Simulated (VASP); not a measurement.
# SrLiH3 (Cmmm) in VASP: notebook

The runs below take SrLiH3 through single point, with PBE.

Program: VASP 6.6.1. These are calculated values, not measurements. Logs are shortened: lines on timing, memory, paths and dates and some standing lists are left out, and cuts for length are marked.

**1. The cell of the first run**

It takes space group Cmmm (No. 65, orthorhombic). The conventional cell has a = 6.508 Å, b = 6.590 Å, c = 4.631 Å, α = 90.00°, β = 90.00°, γ = 90.00°. Within 4.3 Å of Li (site symmetry mmm) lie 12 H at 3.25 to 3.29 Å and 8 Sr at 3.99 to 4.03 Å. Within 3.1 Å of Sr (site symmetry mmm) lie 6 H at 2.32 Å. H (site symmetry 2/m) has 2 Sr at 2.32 Å within 3.1 Å. Within 3.1 Å of H (site symmetry mmm) lie 2 Sr at 2.32 Å.

**2. Single point, PBE (strain +0.0125 x Voigt [0, 0, 0, 0, 1, 0])**

INCAR reads:

```
ALGO = Normal ; EDIFF = 1E-6
ENCUT = 520 ; GGA = PE
ISIF = 2 ; ISMEAR = 0
LASPH = True ; LCHARG = True
LELF = True ; LREAL = False
LVHAR = True ; LWAVE = False
NBANDS = 16 ; NELM = 80
PREC = Accurate ; SIGMA = 0.05
```

KPOINTS reads:

```
k-points
0
Gamma
  6 6 6
```

POSCAR reads:

```
SrLiH3
1.0
    4.6307910000      0.0000000000      0.0289424438
    0.0000000000      4.6307910000      0.0000000000
    0.0289424438      0.0000000000      4.6307910000
Li Sr H
1 1 3
Direct
    0.0000000000      0.0000000000      0.0000000000
    0.5000000000      0.5000000000      0.5000000000
    0.0000000000      0.5000000000      0.5000000000
    0.5000000000      0.0000000000      0.5000000000
    0.5000000000      0.5000000000      0.0000000000
```

Potentials or basis: VASP PAW PBE potentials, release 64 (Li_sv, Sr_sv, H).

On the command line:

```bash
> cat potpaw_PBE.64/Li_sv/POTCAR potpaw_PBE.64/Sr_sv/POTCAR potpaw_PBE.64/H/POTCAR > POTCAR
> mpirun -np 1 vasp_std > vasp.out
```

OUTCAR:

```text
EDIFF = 1E-6
   ENCUT = 520
   GGA = PE
   ISIF = 2
   ISMEAR = 0
   LASPH = True
   LREAL = False
   NELM = 80
   PREC = Accurate

 ion  position               nearest neighbor table
   1  0.000  0.000  0.000-
   2  0.500  0.500  0.500-   4 2.32   4 2.32   5 2.32   5 2.32   3 2.32   3 2.32
   3  0.000  0.500  0.500-   2 2.32   2 2.32
   4  0.500  0.000  0.500-   2 2.32   2 2.32
   5  0.500  0.500  0.000-   2 2.32   2 2.32

  LATTYP: Found a base centered orthorhombic cell.
 ALAT       =     6.5079966402
 B/A-ratio  =     1.0125786164
 C/A-ratio  =     0.7115539937

  Lattice vectors:

 A1 = (  -4.6307910000,   0.0000000000,  -0.0289424438)
 A2 = (   0.0289424438,   0.0000000000,   4.6307910000)
 A3 = (   0.0000000000,   4.6307910000,   0.0000000000)

Analysis of symmetry for initial positions (statically):
=====================================================================
 Subroutine PRICEL returns:
 Original cell was already a primitive cell.

 Routine SETGRP: Setting up the symmetry group for a
 base centered orthorhombic supercell.

 Subroutine GETGRP returns: Found  8 space group operations
 (whereof  8 operations were pure point group operations)
 out of a pool of  8 trial point group operations.

The static configuration has the point symmetry D_2h.

Analysis of symmetry for dynamics (positions and initial velocities):
=====================================================================
 Subroutine PRICEL returns:
 Original cell was already a primitive cell.

 Routine SETGRP: Setting up the symmetry group for a
 base centered orthorhombic supercell.

 Subroutine GETGRP returns: Found  8 space group operations
 (whereof  8 operations were pure point group operations)
 out of a pool of  8 trial point group operations.

The dynamic configuration has the point symmetry D_2h.

 Subroutine INISYM returns: Found  8 space group operations
 (whereof  8 operations are pure point group operations),
 and found     1 'primitive' translations

----------------------------------------------------------------------------------------

                                     Primitive cell

  volume of cell :      99.2998

  direct lattice vectors                    reciprocal lattice vectors
     4.630791000  0.000000000  0.028942444     0.215954264  0.000000000 -0.001349714
     0.000000000  4.630791000  0.000000000     0.000000000  0.215945829  0.000000000
     0.028942444  0.000000000  4.630791000    -0.001349714  0.000000000  0.215954264

  length of vectors
     4.630881444  4.630791000  4.630881444     0.215958482  0.215945829  0.215958482

  position of ions in fractional coordinates (direct lattice)
     0.000000000  0.000000000  0.000000000
     0.500000000  0.500000000  0.500000000
     1.000000000  0.500000000  0.500000000
     0.500000000  0.000000000  0.500000000
     0.500000000  0.500000000  1.000000000

  ion indices of the primitive-cell ions
   primitive index   ion index
                 1           1
                 2           2
                 3           3
                 4           4
                 5           5

----------------------------------------------------------------------------------------

 KPOINTS: k-points

Automatic generation of k-mesh.
 Grid dimensions read from file:
 generate k-points for:    6    6    6

 Generating k-lattice:

  Cartesian coordinates                     Fractional coordinates (reciprocal lattice)
     0.035992377  0.000000000 -0.000224952     0.166666667  0.000000000 -0.000000000
     0.000000000  0.035990971  0.000000000     0.000000000  0.166666667  0.000000000
    -0.000224952  0.000000000  0.035992377    -0.000000000  0.000000000  0.166666667

  Length of vectors
     0.035993080  0.035990971  0.035993080

  Shift w.r.t. Gamma in fractional coordinates (k-lattice)
     0.000000000  0.000000000  0.000000000

 Subroutine IBZKPT returns following result:
 ===========================================

 Found     52 irreducible k-points:

 Following reciprocal coordinates:
            Coordinates               Weight
  0.000000  0.000000  0.000000      1.000000
  0.166667  0.000000  0.000000      4.000000
  0.333333  0.000000  0.000000      4.000000
  0.500000  0.000000  0.000000      2.000000
  0.000000  0.166667  0.000000      2.000000
  0.166667  0.166667  0.000000      8.000000
[... 16 lines left out ...]
  0.333333  0.166667  0.166667      8.000000
  0.500000  0.166667  0.166667      8.000000
 [... further k-points ...]
   k-points           NKPTS =     52   k-points in BZ     NKDIM =     52   number of bands    NBANDS=     16
   number of dos      NEDOS =    301   number of ions     NIONS =      5
   total plane-waves  NPLWV =  46656
   dimension x,y,z NGX =    36 NGY =   36 NGZ =   36
   dimension x,y,z NGXF=    72 NGYF=   72 NGZF=   72
   ions per type =               1   1   3
   NGX,Y,Z   is equivalent  to a cutoff of  12.92, 12.92, 12.92 a.u.
   NGXF,Y,Z  is equivalent  to a cutoff of  25.85, 25.85, 25.85 a.u.
 SYSTEM =  unknown system
   PREC   = accura    normal or accurate (medium, high low for compatibility)
   ISTART =      0    job   : 0-new  1-cont  2-samecut
   ICHARG =      2    charge: 1-file 2-atom 10-const
   ISPIN  =      1    spin polarized calculation?
   LNONCOLLINEAR =      F non collinear calculations
   LSORBIT =      F    spin-orbit coupling
   LASPH  =      T    aspherical Exc in radial PAW
   ENCUT  =  520.0 eV  38.22 Ry    6.18 a.u.   8.61  8.61  8.61*2*pi/ulx,y,z
   NELM   =     80;   NELMIN=  2; NELMDL= -5     # of ELM steps
   EDIFF  = 0.1E-05   stopping-criterion for ELM
   LREAL  =      F    real-space projection
   EDIFFG = 0.1E-04   stopping-criterion for IOM
   NSW    =      0    number of steps for IOM
   IBRION =     -1    ionic relax: 0-MD 1-quasi-New 2-CG
   NFREE  =      0    steps in history (QN), initial steepest desc. (CG)
   ISIF   =      2    stress and relaxation
   ISYM   =      2    0-nonsym 1-usesym 2-fastsym
   POTIM  = 0.5000    time-step for ionic-motion
   TEBEG  =    0.0;   TEEND  =   0.0 temperature during run
   PSTRESS=    0.0 pullay stress
   NELECT =      16.0000    total number of electrons
   NUPDOWN=      -1.0000    fix difference up-down
   EMIN   =  10.00;   EMAX   =-10.00  energy-range for DOS
   EFERMI =   0.00;   METHOD = LEGACY
   ISMEAR =     0;   SIGMA  =   0.05  broadening in eV -4-tet -1-fermi 0-gaus
   EFERMI_NEDOS =   21; number of points for ismear=-14 and -15
   IALGO  =     38    algorithm
   IMIX   =      4    mixing-type and parameters
     AMIX     =   0.40;   BMIX     =  1.00
     AMIX_MAG =   1.60;   BMIX_MAG =  1.00
  volume/ion in A,a.u.               =      19.86       134.02
  Fermi-wavevector in a.u.,A,eV,Ry     =   0.890838  1.683439 10.797474  0.793592
  Thomas-Fermi vector in A             =   2.012580
   LORBIT       =      0    0 simple, 1 ext, 2 COOP (PROOUT), +10 PAW based schemes
   GGA     = PE    functional components
   LHFCALC =     F    Hartree Fock is set to
   AEXX    =    0.0000 exact exchange contribution
   IVDW    =     0    specifies the selected vdW correction
   LEPSILON=     F    determine dielectric tensor
   LRPA    =     F    only Hartree local field effects (RPA)
 non-spin polarized calculation
 Gauss-broadening in eV      SIGMA  =   0.05
  energy-cutoff  :      520.00
  volume of cell :       99.30
 maximum number of plane-waves:      2694
 NGX is ok and might be reduce to    36
   NGX = 17   NGY = 17   NGZ = 17

 number of electron      16.0000001 magnetization

 Free energy of the ion-electron system (eV)
  ---------------------------------------------------
  ext. energy  EPLUGINS =         0.00000000
  ---------------------------------------------------
  free energy    TOTEN  =       -13.85664780 eV

  energy without entropy =      -13.85664780  energy(sigma->0) =      -13.85664780

 E-fermi :  -1.2158     XC(G=0):  -6.7762

 val. band max:       -1.4461060268   @ k =   0.5000   0.5000   0.5000
 cond. band min:       0.3575228104   @ k =   0.5000   0.5000   0.0000
 fundamental gap:      1.8036288373
 Fermi energy:        -1.2157802280

 k-point     1 :       0.0000    0.0000    0.0000
  band No.  band energies     occupation
      1     -49.1319      2.00000
      2     -34.3192      2.00000
      3     -16.3836      2.00000
      4     -16.3789      2.00000
      5     -16.3739      2.00000
      6      -4.5547      2.00000
[... 8 lines left out ...]
     15       5.5390      0.00000
     16       8.3129      0.00000

 k-point     2 :       0.1667    0.0000    0.0000
  band No.  band energies     occupation
      1     -49.1319      2.00000
      2     -34.3185      2.00000
      3     -16.4076      2.00000
      4     -16.3776      2.00000
      5     -16.3768      2.00000
      6      -4.3758      2.00000
[... 8 lines left out ...]
     15       5.7004      0.00000
     16       7.3191      0.00000

 k-point     3 :       0.3333    0.0000    0.0000
  band No.  band energies     occupation
      1     -49.1319      2.00000
      2     -34.3171      2.00000
      3     -16.4623      2.00000
      4     -16.3752      2.00000
      5     -16.3749      2.00000
      6      -3.9664      2.00000
[... 8 lines left out ...]
     15       6.2159      0.00000
     16       6.3323      0.00000

 k-point     4 :       0.5000    0.0000    0.0000
  band No.  band energies     occupation
      1     -49.1319      2.00000
      2     -34.3164      2.00000
      3     -16.4894      2.00000
      4     -16.3739      2.00000
      5     -16.3737      2.00000
      6      -3.7134      2.00000
[... 8 lines left out ...]
     15       6.0350      0.00000
     16       6.8273      0.00000
[... 324 lines left out ...]
 k-point    22 :       0.1667    0.1667    0.1667
  band No.  band energies     occupation
      1     -49.1319      2.00000
      2     -34.3171      2.00000
      3     -16.4082      2.00000
      4     -16.4044      2.00000
      5     -16.4000      2.00000
      6      -4.0058      2.00000
[... 8 lines left out ...]
     15       6.5733      0.00000
     16       7.9578      0.00000

 k-point    23 :       0.3333    0.1667    0.1667
  band No.  band energies     occupation
      1     -49.1319      2.00000
      2     -34.3157      2.00000
      3     -16.4592      2.00000
      4     -16.4020      2.00000
      5     -16.4009      2.00000
      6      -3.5718      2.00000
[... 8 lines left out ...]
     15       6.3715      0.00000
     16       6.6277      0.00000

 k-point    24 :       0.5000    0.1667    0.1667
  band No.  band energies     occupation
      1     -49.1319      2.00000
      2     -34.3150      2.00000
      3     -16.4862      2.00000
      4     -16.4007      2.00000
      5     -16.3997      2.00000
      6      -3.2911      2.00000
[... 8 lines left out ...]
     15       6.1334      0.00000
     16       6.9353      0.00000

 [... further k-points ...]

------------------------ aborting loop because EDIFF is reached ----------------------------------------

  FORCE on cell =-STRESS in cart. coord.  units (eV):
  Direction    XX          YY          ZZ          XY          YZ          ZX
  --------------------------------------------------------------------------------------
  -------------------------------------------------------------------------------------
  Total        0.1073396      0.1096070      0.1073396      0.0000000      0.0000000     -0.0407375
  in kB        1.7318962      1.7684812      1.7318962      0.0000000      0.0000000     -0.6572893
  external PRESSURE =       1.7440912 kB  Pullay stress =       0.0000000 kB

 VOLUME and BASIS-vectors are now :
 -----------------------------------------------------------------------------
  energy-cutoff  :      520.00
  volume of cell :       99.30
      direct lattice vectors                 reciprocal lattice vectors
     4.630791000  0.000000000  0.028942444     0.215954264  0.000000000 -0.001349714
     0.000000000  4.630791000  0.000000000     0.000000000  0.215945829  0.000000000
     0.028942444  0.000000000  4.630791000    -0.001349714  0.000000000  0.215954264

 POSITION                                       TOTAL-FORCE (eV/Angst)
 -----------------------------------------------------------------------------------
      0.00000      0.00000      0.00000        -0.000000      0.000000      0.000000
      2.32987      2.31540      2.32987         0.000000      0.000000      0.000000
      0.01447      2.31540      2.31540        -0.000000      0.000000      0.000000
      2.32987      0.00000      2.32987        -0.000000      0.000000      0.000000
      2.31540      2.31540      0.01447        -0.000000      0.000000      0.000000
 -----------------------------------------------------------------------------------
    total drift:                                0.000000      0.000000      0.000000

  FREE ENERGIE OF THE ION-ELECTRON SYSTEM (eV)
  ---------------------------------------------------
  free  energy   TOTEN  =       -13.8566477964 eV

  energy  without entropy=      -13.8566477964  energy(sigma->0) =      -13.85664780
```

Wall time 43 s (1 thread of Intel Xeon Platinum 8559C (Emerald Rapids), shared host); peak memory 0.25 GiB.

Results:

```yaml
Free_energy: -13.8566 eV
Band_gap_on_the_k_mesh: 1.80 eV (least direct gap 2.22 eV)
```

Levels at points of the mesh, in eV from the valence-band top:
| k point | band 4 | band 5 | band 6 | band 7 | band 8 | band 9 | band 10 | band 11 | band 12 | band 13 |
| --- | --- | --- | --- | --- | --- | --- | --- | --- | --- | --- |
| (0.00, 0.00, 0.00) | -14.93 | -14.93 | -3.11 | -0.95 | -0.95 | 5.16 | 5.17 | 5.18 | 5.20 | 6.95 |
| (0.50, 0.00, 0.00) | -14.93 | -14.93 | -2.27 | -0.88 | -0.82 | 3.88 | 4.64 | 4.64 | 6.05 | 7.16 |
| (0.00, 0.50, 0.00) | -14.93 | -14.92 | -2.27 | -0.88 | -0.82 | 3.88 | 4.60 | 4.68 | 6.04 | 7.15 |
| (0.50, 0.50, 0.00) | -15.04 | -14.92 | -1.38 | -0.44 | -0.44 | 1.80 | 5.11 | 5.11 | 5.65 | 5.65 |
| (0.50, 0.00, 0.50) | -15.03 | -14.92 | -1.38 | -0.47 | -0.42 | 1.80 | 5.11 | 5.11 | 5.64 | 5.65 |
| (0.50, 0.50, 0.50) | -15.03 | -15.03 | -0.05 | -0.02 | 0.00 | 2.42 | 2.43 | 2.44 | 4.41 | 6.51 |

Caveat: the cell differs from its parent crystal (strain +0.0125 x Voigt [0, 0, 0, 0, 1, 0]); the cutoff is under 1.25 times the usual one of these potentials, so pressure, stress and relaxed cells hold a basis-set (Pulay) error.

**3. Single point, PBE (strain +0.0075 x Voigt [0, 0, 0, 0, 1, 0])**

INCAR reads:

```
  ALGO = Normal
  EDIFF = 1E-7
  ENCUT = 520
  GGA = PE
  ISIF = 2
  ISMEAR = 0
  LASPH = True
  LCHARG = False
  LREAL = False
  LWAVE = False
  NBANDS = 16
  NELM = 100
  PREC = Accurate
  SIGMA = 0.05
```

KPOINTS is that of step 2.

Edit POSCAR of step 2 so:

```diff
@@ -2,5 +2,5 @@
 1.0
-    4.6307910000      0.0000000000      0.0289424438
+    4.6307910000      0.0000000000      0.0173654662
     0.0000000000      4.6307910000      0.0000000000
-    0.0289424438      0.0000000000      4.6307910000
+    0.0173654662      0.0000000000      4.6307910000
 Li Sr H
```

Potentials or basis: VASP PAW PBE potentials, release 64 (Li_sv, Sr_sv, H).

On the command line:

```bash
> cat potpaw_PBE.64/Li_sv/POTCAR potpaw_PBE.64/Sr_sv/POTCAR potpaw_PBE.64/H/POTCAR > POTCAR
> mpirun -np 1 vasp_std > vasp.out
```

Run time: 36 s. Hardware: 1 thread of Intel Xeon Platinum 8559C (Emerald Rapids), shared host; peak memory 0.25 GiB.

Results (log left out):

| Quantity | Value |
| --- | --- |
| Free energy | -13.8568 eV |
| Band gap on the k mesh | 1.81 eV (least direct gap 2.23 eV) |

Levels at points of the mesh, in eV from the valence-band top:
| k point | band 5 | band 6 | band 7 | band 8 | band 9 | band 10 | band 11 | band 12 |
| --- | --- | --- | --- | --- | --- | --- | --- | --- |
| (0.00, 0.00, 0.00) | -14.92 | -3.10 | -0.94 | -0.94 | 5.17 | 5.18 | 5.19 | 5.20 |
| (0.50, 0.00, 0.00) | -14.92 | -2.26 | -0.87 | -0.81 | 3.89 | 4.65 | 4.65 | 6.05 |
| (0.00, 0.50, 0.00) | -14.91 | -2.26 | -0.87 | -0.81 | 3.89 | 4.63 | 4.68 | 6.05 |
| (0.50, 0.50, 0.00) | -14.91 | -1.37 | -0.43 | -0.43 | 1.81 | 5.12 | 5.12 | 5.66 |
| (0.50, 0.00, 0.50) | -14.91 | -1.37 | -0.45 | -0.42 | 1.81 | 5.12 | 5.12 | 5.65 |
| (0.50, 0.50, 0.50) | -15.02 | -0.03 | -0.01 | 0.00 | 2.43 | 2.44 | 2.45 | 4.42 |

Caveat: the cell differs from its parent crystal (strain +0.0075 x Voigt [0, 0, 0, 0, 1, 0]); the cutoff is under 1.25 times the usual one of these potentials, so pressure, stress and relaxed cells hold a basis-set (Pulay) error.

**4. Single point, PBE (strain +0.0025 x Voigt [0, 0, 0, 0, 1, 0])**

INCAR reads:

```
PREC     = Accurate       # precision mode
ENCUT    = 520            # plane-wave cutoff, eV
EDIFF    = 1E-6           # SCF threshold, eV
ISMEAR   = 0              # smearing method
SIGMA    = 0.05           # smearing width, eV
LREAL    = False          # projectors in reciprocal space
LASPH    = True           # aspherical terms in the spheres
NELM     = 60             # most SCF steps
ALGO     = Normal         # electronic algorithm
ISIF     = 2              # what is computed and relaxed
LWAVE    = False          # write WAVECAR
LCHARG   = True           # write CHGCAR
GGA      = PE             # functional
LELF     = True           # ELF
LVHAR    = True         
NBANDS   = 16             # bands
```

KPOINTS reads:

```
Automatic mesh
0
Gamma
  6 6 6
```

Edit POSCAR of step 3 so:

```diff
@@ -2,5 +2,5 @@
 1.0
-    4.6307910000      0.0000000000      0.0173654662
+    4.6307910000      0.0000000000      0.0057884888
     0.0000000000      4.6307910000      0.0000000000
-    0.0173654662      0.0000000000      4.6307910000
+    0.0057884888      0.0000000000      4.6307910000
 Li Sr H
```

On the command line:

```bash
> cat potpaw_PBE.64/Li_sv/POTCAR potpaw_PBE.64/Sr_sv/POTCAR potpaw_PBE.64/H/POTCAR > POTCAR
> mpirun -np 1 vasp_std > vasp.out
```

It took 39 s on 1 thread of Intel Xeon Platinum 8559C (Emerald Rapids), shared host; peak memory 0.25 GiB.

It converged, with:

| Property | Result |
| --- | --- |
| Free energy | -13.8569 eV |
| Band gap on the k mesh | 1.82 eV (least direct gap 2.24 eV) |

Levels at points of the mesh, in eV from the valence-band top:
```
           k point  band 4  band 5  band 6  band 7  band 8  band 9  band 10  band 11  band 12  band 13
(0.00, 0.00, 0.00)  -14.91  -14.91   -3.09   -0.93   -0.93    5.18     5.20     5.20     5.21     6.98
(0.50, 0.00, 0.00)  -14.91  -14.91   -2.25   -0.86   -0.80    3.90     4.66     4.66     6.06     7.18
(0.00, 0.50, 0.00)  -14.91  -14.91   -2.25   -0.86   -0.80    3.90     4.65     4.67     6.06     7.18
(0.50, 0.50, 0.00)  -15.02  -14.90   -1.36   -0.42   -0.42    1.82     5.13     5.13     5.67     5.67
(0.50, 0.00, 0.50)  -15.02  -14.90   -1.36   -0.43   -0.42    1.82     5.13     5.13     5.67     5.67
(0.50, 0.50, 0.50)  -15.01  -15.01   -0.01    0.00    0.00    2.45     2.45     2.45     4.43     6.53
```

Caveat: the cell differs from its parent crystal (strain +0.0025 x Voigt [0, 0, 0, 0, 1, 0]); the cutoff is under 1.25 times the usual one of these potentials, so pressure, stress and relaxed cells hold a basis-set (Pulay) error. A k mesh can miss the band edges.

**5. Summary**

```tsv
cell	gap on the mesh (eV)
a = 4.631 Å, angles 90.0, 89.3, 90.0°, 5 atoms	1.80
a = 4.631 Å, angles 90.0, 89.6, 90.0°, 5 atoms	1.81
a = 4.631 Å, angles 90.0, 89.9, 90.0°, 5 atoms	1.82
```

Alike in all rows: task single point; level PBE; potentials or basis VASP PAW PBE potentials, release 64 (Li_sv, Sr_sv, H); no spin polarisation; k mesh 6 × 6 × 6; cutoff (eV) 520; smearing gaussian 0.05 eV.

Caveats: the cutoff is under 1.25 times the usual one of these potentials, so pressure, stress and relaxed cells hold a basis-set (Pulay) error.

Absolute energies hang on the potentials; compare differences alone.
